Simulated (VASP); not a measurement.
# TiB2 (P6/mmm) in VASP: single point with PBE

Aim: the single point of TiB2 with PBE.

All numbers are computed with VASP 6.6.1; they aren't measurements. Logs are shortened: lines on timing, memory, paths and dates and some standing lists are left out, and cuts for length are marked.

### Step 1. The cell of the first run

It takes space group P6/mmm (No. 191, hexagonal). The conventional cell has a = 3.029 Å, b = 3.029 Å, c = 3.228 Å, α = 90.00°, β = 90.00°, γ = 120.00°. Ti (site symmetry 6/mmm) has 12 B at 2.38 Å and 6 Ti at 3.03 Å within 3.1 Å. B (site symmetry -6m2) has 3 B at 1.75 Å within 2.3 Å.

### Step 2. Single point, PBE

INCAR

```
PREC = Accurate
ENCUT = 520
EDIFF = 1E-7
ISMEAR = -1
SIGMA = 0.03
LREAL = F
LASPH = T
NELM = 100
ALGO = Normal
ISIF = 2
LWAVE = F
LCHARG = F
GGA = PE
NBANDS = 16
```

KPOINTS

```
regular mesh
0
Gamma
  14 14 11
```

POSCAR

```
TiB2
1.0
    3.0291982016      0.0000000000      0.0000000000
   -1.5145991008      2.6233625957      0.0000000000
    0.0000000000      0.0000000000      3.2284000000
Ti B
1 2
Direct
    0.0000000000      0.0000000000      0.0000000000
    0.3333333333      0.6666666667      0.5000000000
    0.6666666667      0.3333333333      0.5000000000
```

Potentials or basis: VASP PAW PBE potentials, release 64 (Ti_sv, B).

On the command line:

```sh
> cat potpaw_PBE.64/Ti_sv/POTCAR potpaw_PBE.64/B/POTCAR > POTCAR
> mpirun -np 1 vasp_std > vasp.out
```

OUTCAR:

```text
PREC = Accurate
   ENCUT = 520
   EDIFF = 1E-7
   ISMEAR = -1
   LREAL = F
   LASPH = T
   NELM = 100
   ISIF = 2
   GGA = PE

 ion  position               nearest neighbor table
   1  0.000  0.000  0.000-   2 2.38   3 2.38   2 2.38   3 2.38   3 2.38   3 2.38   2 2.38   2 2.38
                             3 2.38   3 2.38   2 2.38   2 2.38
   2  0.333  0.667  0.500-   3 1.75   3 1.75   3 1.75   1 2.38   1 2.38   1 2.38   1 2.38   1 2.38
                             1 2.38
   3  0.667  0.333  0.500-   2 1.75   2 1.75   2 1.75   1 2.38   1 2.38   1 2.38   1 2.38   1 2.38
                             1 2.38

  LATTYP: Found a hexagonal cell.
 ALAT       =     3.0291982016
 C/A-ratio  =     1.0657605693

  Lattice vectors:

 A1 = (   3.0291982016,   0.0000000000,   0.0000000000)
 A2 = (  -1.5145991008,   2.6233625957,   0.0000000000)
 A3 = (   0.0000000000,   0.0000000000,   3.2284000000)

Analysis of symmetry for initial positions (statically):
=====================================================================
 Subroutine PRICEL returns:
 Original cell was already a primitive cell.

 Routine SETGRP: Setting up the symmetry group for a
 hexagonal supercell.

 Subroutine GETGRP returns: Found 24 space group operations
 (whereof 24 operations were pure point group operations)
 out of a pool of 24 trial point group operations.

The static configuration has the point symmetry D_6h.

Analysis of symmetry for dynamics (positions and initial velocities):
=====================================================================
 Subroutine PRICEL returns:
 Original cell was already a primitive cell.

 Routine SETGRP: Setting up the symmetry group for a
 hexagonal supercell.

 Subroutine GETGRP returns: Found 24 space group operations
 (whereof 24 operations were pure point group operations)
 out of a pool of 24 trial point group operations.

The dynamic configuration has the point symmetry D_6h.

 Subroutine INISYM returns: Found 24 space group operations
 (whereof 24 operations are pure point group operations),
 and found     1 'primitive' translations

----------------------------------------------------------------------------------------

                                     Primitive cell

  volume of cell :      25.6551

  direct lattice vectors                    reciprocal lattice vectors
     3.029198202  0.000000000  0.000000000     0.330120360  0.190595079  0.000000000
    -1.514599101  2.623362596  0.000000000     0.000000000  0.381190157  0.000000000
     0.000000000  0.000000000  3.228400000     0.000000000  0.000000000  0.309750960

  length of vectors
     3.029198202  3.029198202  3.228400000     0.381190157  0.381190157  0.309750960

  position of ions in fractional coordinates (direct lattice)
     0.000000000  0.000000000  0.000000000
     0.333333333  0.666666667  0.500000000
     0.666666667  0.333333333  0.500000000

  ion indices of the primitive-cell ions
   primitive index   ion index
                 1           1
                 2           2
                 3           3

----------------------------------------------------------------------------------------

 KPOINTS: regular mesh

Automatic generation of k-mesh.
 Grid dimensions read from file:
 generate k-points for:   14   14   11

 Generating k-lattice:

  Cartesian coordinates                     Fractional coordinates (reciprocal lattice)
     0.023580026  0.013613934  0.000000000     0.071428571  0.000000000  0.000000000
     0.000000000  0.027227868  0.000000000     0.000000000  0.071428571  0.000000000
     0.000000000  0.000000000  0.028159178     0.000000000  0.000000000  0.090909091

  Length of vectors
     0.027227868  0.027227868  0.028159178

  Shift w.r.t. Gamma in fractional coordinates (k-lattice)
     0.000000000  0.000000000  0.000000000

 Subroutine IBZKPT returns following result:
 ===========================================

 Found    144 irreducible k-points:

 Following reciprocal coordinates:
            Coordinates               Weight
  0.000000  0.000000  0.000000      1.000000
  0.071429 -0.000000  0.000000      6.000000
  0.142857 -0.000000  0.000000      6.000000
  0.214286 -0.000000  0.000000      6.000000
  0.285714 -0.000000  0.000000      6.000000
  0.357143 -0.000000  0.000000      6.000000
[... 16 lines left out ...]
  0.285714  0.285714  0.000000      6.000000
  0.357143  0.285714  0.000000      6.000000
 [... further k-points ...]
   k-points           NKPTS =    144   k-points in BZ     NKDIM =    144   number of bands    NBANDS=     16
   number of dos      NEDOS =    301   number of ions     NIONS =      3
   total plane-waves  NPLWV =  13824
   dimension x,y,z NGX =    24 NGY =   24 NGZ =   24
   dimension x,y,z NGXF=    48 NGYF=   48 NGZF=   48
   ions per type =               1   2
   NGX,Y,Z   is equivalent  to a cutoff of  13.17, 13.17, 12.36 a.u.
   NGXF,Y,Z  is equivalent  to a cutoff of  26.34, 26.34, 24.72 a.u.
 SYSTEM =  unknown system
   PREC   = accura    normal or accurate (medium, high low for compatibility)
   ISTART =      0    job   : 0-new  1-cont  2-samecut
   ICHARG =      2    charge: 1-file 2-atom 10-const
   ISPIN  =      1    spin polarized calculation?
   LNONCOLLINEAR =      F non collinear calculations
   LSORBIT =      F    spin-orbit coupling
   LASPH  =      T    aspherical Exc in radial PAW
   ENCUT  =  520.0 eV  38.22 Ry    6.18 a.u.   5.63  5.63  6.00*2*pi/ulx,y,z
   NELM   =    100;   NELMIN=  2; NELMDL= -5     # of ELM steps
   EDIFF  = 0.1E-06   stopping-criterion for ELM
   LREAL  =      F    real-space projection
   EDIFFG = 0.1E-05   stopping-criterion for IOM
   NSW    =      0    number of steps for IOM
   IBRION =     -1    ionic relax: 0-MD 1-quasi-New 2-CG
   NFREE  =      0    steps in history (QN), initial steepest desc. (CG)
   ISIF   =      2    stress and relaxation
   ISYM   =      2    0-nonsym 1-usesym 2-fastsym
   POTIM  = 0.5000    time-step for ionic-motion
   TEBEG  =    0.0;   TEEND  =   0.0 temperature during run
   PSTRESS=    0.0 pullay stress
   NELECT =      18.0000    total number of electrons
   NUPDOWN=      -1.0000    fix difference up-down
   EMIN   =  10.00;   EMAX   =-10.00  energy-range for DOS
   EFERMI =   0.00;   METHOD = LEGACY
   ISMEAR =    -1;   SIGMA  =   0.03  broadening in eV -4-tet -1-fermi 0-gaus
   EFERMI_NEDOS =   21; number of points for ismear=-14 and -15
   IALGO  =     38    algorithm
   IMIX   =      4    mixing-type and parameters
     AMIX     =   0.40;   BMIX     =  1.00
     AMIX_MAG =   1.60;   BMIX_MAG =  1.00
  volume/ion in A,a.u.               =       8.55        57.71
  Fermi-wavevector in a.u.,A,eV,Ry     =   1.454704  2.748991 28.792144  2.116163
  Thomas-Fermi vector in A             =   2.571824
   LORBIT       =      0    0 simple, 1 ext, 2 COOP (PROOUT), +10 PAW based schemes
   GGA     = PE    functional components
   LHFCALC =     F    Hartree Fock is set to
   AEXX    =    0.0000 exact exchange contribution
   IVDW    =     0    specifies the selected vdW correction
   LEPSILON=     F    determine dielectric tensor
   LRPA    =     F    only Hartree local field effects (RPA)
 non-spin polarized calculation
  energy-cutoff  :      520.00
  volume of cell :       25.66
 maximum number of plane-waves:       721
 NGX is ok and might be reduce to    24
   NGX = 11   NGY = 11   NGZ = 13

 number of electron      18.0000002 magnetization

 Free energy of the ion-electron system (eV)
  ---------------------------------------------------
  ext. energy  EPLUGINS =         0.00000000
  ---------------------------------------------------
  free energy    TOTEN  =       -24.42994488 eV

  energy without entropy =      -24.42882804  energy(sigma->0) =      -24.42938646

 E-fermi :  10.0388     XC(G=0): -12.7687

 val. band max:        9.9751788959   @ k =   0.0714   0.0714   0.2727
 cond. band min:      10.0476380545   @ k =   0.4286   0.1429   0.0000
 fundamental gap:      0.0724591586
 Fermi energy:        10.0388115117

 k-point     1 :       0.0000    0.0000    0.0000
  band No.  band energies     occupation
      1     -46.9578      2.00000
      2     -23.3103      2.00000
      3     -22.9942      2.00000
      4     -22.9942      2.00000
      5      -3.5091      2.00000
      6       7.3979      2.00000
[... 8 lines left out ...]
     15      15.7665      0.00000
     16      16.9200      0.00000

 k-point     2 :       0.0714   -0.0000    0.0000
  band No.  band energies     occupation
      1     -46.9551      2.00000
      2     -23.3068      2.00000
      3     -23.0148      2.00000
      4     -22.9988      2.00000
      5      -3.4108      2.00000
      6       7.1119      2.00000
[... 8 lines left out ...]
     15      16.3791      0.00000
     16      17.2305      0.00000

 k-point     3 :       0.1429   -0.0000    0.0000
  band No.  band energies     occupation
      1     -46.9475      2.00000
      2     -23.2973      2.00000
      3     -23.0721      2.00000
      4     -23.0119      2.00000
      5      -3.1199      2.00000
      6       6.3495      2.00000
[... 8 lines left out ...]
     15      17.6839      0.00000
     16      18.1588      0.00000

 k-point     4 :       0.2143   -0.0000    0.0000
  band No.  band energies     occupation
      1     -46.9367      2.00000
      2     -23.2834      2.00000
      3     -23.1541      2.00000
      4     -23.0306      2.00000
      5      -2.6482      2.00000
      6       5.3101      2.00000
[... 8 lines left out ...]
     15      17.6867      0.00000
     16      19.1913      0.00000

 k-point     5 :       0.2857   -0.0000    0.0000
  band No.  band energies     occupation
      1     -46.9246      2.00000
      2     -23.2680      2.00000
      3     -23.2438      2.00000
      4     -23.0514      2.00000
      5      -2.0120      2.00000
      6       4.1497      2.00000
[... 8 lines left out ...]
     15      17.2674      0.00000
     16      19.1125      0.00000

 k-point     6 :       0.3571   -0.0000    0.0000
  band No.  band energies     occupation
      1     -46.9136      2.00000
      2     -23.3237      2.00000
      3     -23.2542      2.00000
      4     -23.0700      2.00000
      5      -1.2302      2.00000
      6       2.9610      2.00000
[... 8 lines left out ...]
     15      17.3833      0.00000
     16      18.7933      0.00000

 k-point     7 :       0.4286   -0.0000    0.0000
  band No.  band energies     occupation
      1     -46.9060      2.00000
      2     -23.3785      2.00000
      3     -23.2445      2.00000
      4     -23.0829      2.00000
      5      -0.3226      2.00000
      6       1.7991      2.00000
[... 8 lines left out ...]
     15      17.4343      0.00000
     16      18.3859      0.00000

 k-point     8 :       0.5000   -0.0000    0.0000
  band No.  band energies     occupation
      1     -46.9033      2.00000
      2     -23.3979      2.00000
      3     -23.2411      2.00000
      4     -23.0874      2.00000
      5       0.6304      2.00000
      6       0.7598      2.00000
[... 8 lines left out ...]
     15      17.4472      0.00000
     16      18.1880      0.00000

 k-point     9 :       0.0714    0.0714    0.0000
  band No.  band energies     occupation
      1     -46.9500      2.00000
      2     -23.3004      2.00000
      3     -23.0529      2.00000
      4     -23.0085      2.00000
      5      -3.2162      2.00000
      6       6.6269      2.00000
[... 8 lines left out ...]
     15      17.0568      0.00000
     16      17.9427      0.00000
[... 172 lines left out ...]
 k-point    19 :       0.4286    0.1429    0.0000
  band No.  band energies     occupation
      1     -46.9009      2.00000
      2     -23.3725      2.00000
      3     -23.2381      2.00000
      4     -23.1363      2.00000
      5       0.9259      2.00000
      6       0.9297      2.00000
[... 8 lines left out ...]
     15      18.1978      0.00000
     16      19.1517      0.00000

 k-point    20 :       0.2143    0.2143    0.0000
  band No.  band energies     occupation
      1     -46.9108      2.00000
      2     -23.2980      2.00000
      3     -23.2506      2.00000
      4     -23.1228      2.00000
      5      -1.0525      2.00000
      6       3.5254      2.00000
[... 8 lines left out ...]
     15      18.5305      0.00000
     16      19.8674      0.00000

 k-point    21 :       0.2857    0.2143    0.0000
  band No.  band energies     occupation
      1     -46.9033      2.00000
      2     -23.3271      2.00000
      3     -23.2412      2.00000
      4     -23.1608      2.00000
      5      -0.2269      2.00000
      6       2.7053      2.00000
[... 8 lines left out ...]
     15      18.7295      0.00000
     16      20.0565      0.00000

 k-point    22 :       0.3571    0.2143    0.0000
  band No.  band energies     occupation
      1     -46.8992      2.00000
      2     -23.3410      2.00000
      3     -23.2359      2.00000
      4     -23.1841      2.00000
      5       0.7051      2.00000
      6       1.7195      2.00000
[... 8 lines left out ...]
     15      18.9043      0.00000
     16      20.1039      0.00000

 k-point    23 :       0.2857    0.2857    0.0000
  band No.  band energies     occupation
      1     -46.8986      2.00000
      2     -23.3180      2.00000
      3     -23.2352      2.00000
      4     -23.2130      2.00000
      5       0.6306      2.00000
      6       2.2959      2.00000
[... 8 lines left out ...]
     15      19.3267      0.00000
     16      20.5695      0.00000

 k-point    24 :       0.3571    0.2857    0.0000
  band No.  band energies     occupation
      1     -46.8969      2.00000
      2     -23.3041      2.00000
      3     -23.2422      2.00000
      4     -23.2331      2.00000
      5       1.4320      2.00000
      6       1.6715      2.00000
[... 8 lines left out ...]
     15      19.7072      0.00000
     16      20.4626      0.00000

 [... further k-points ...]

------------------------ aborting loop because EDIFF is reached ----------------------------------------

  FORCE on cell =-STRESS in cart. coord.  units (eV):
  Direction    XX          YY          ZZ          XY          YZ          ZX
  --------------------------------------------------------------------------------------
  -------------------------------------------------------------------------------------
  Total        0.1203257      0.1203257     -0.0481010      0.0000000      0.0000000      0.0000000
  in kB        7.5144237      7.5144237     -3.0039418      0.0000000      0.0000000      0.0000000
  external PRESSURE =       4.0083018 kB  Pullay stress =       0.0000000 kB

 VOLUME and BASIS-vectors are now :
 -----------------------------------------------------------------------------
  energy-cutoff  :      520.00
  volume of cell :       25.66
      direct lattice vectors                 reciprocal lattice vectors
     3.029198202  0.000000000  0.000000000     0.330120360  0.190595079  0.000000000
    -1.514599101  2.623362596  0.000000000     0.000000000  0.381190157  0.000000000
     0.000000000  0.000000000  3.228400000     0.000000000  0.000000000  0.309750960

 POSITION                                       TOTAL-FORCE (eV/Angst)
 -----------------------------------------------------------------------------------
      0.00000      0.00000      0.00000         0.000000      0.000000      0.000000
     -0.00000      1.74891      1.61420         0.000000     -0.000000     -0.000000
      1.51460      0.87445      1.61420        -0.000000      0.000000      0.000000
 -----------------------------------------------------------------------------------
    total drift:                               -0.000000      0.000000      0.000000

  FREE ENERGIE OF THE ION-ELECTRON SYSTEM (eV)
  ---------------------------------------------------
  free  energy   TOTEN  =       -24.4299448774 eV

  energy  without entropy=      -24.4288280354  energy(sigma->0) =      -24.42938646
```

It took 20 s on 1 thread of Intel Xeon 6975P-C (Granite Rapids), shared host; peak memory 0.17 GiB.

What came out:

```yaml
Free_energy: -24.4299 eV
Pressure: 0.4 GPa
Band_gap_on_the_k_mesh: zero (band 9 reaches 10.48 eV, above the bottom of band 10 at 9.85 eV)
```

Stress tensor (GPa, compression positive):
```
 0.75  0.00  0.00
 0.00  0.75  0.00
 0.00  0.00 -0.30
```
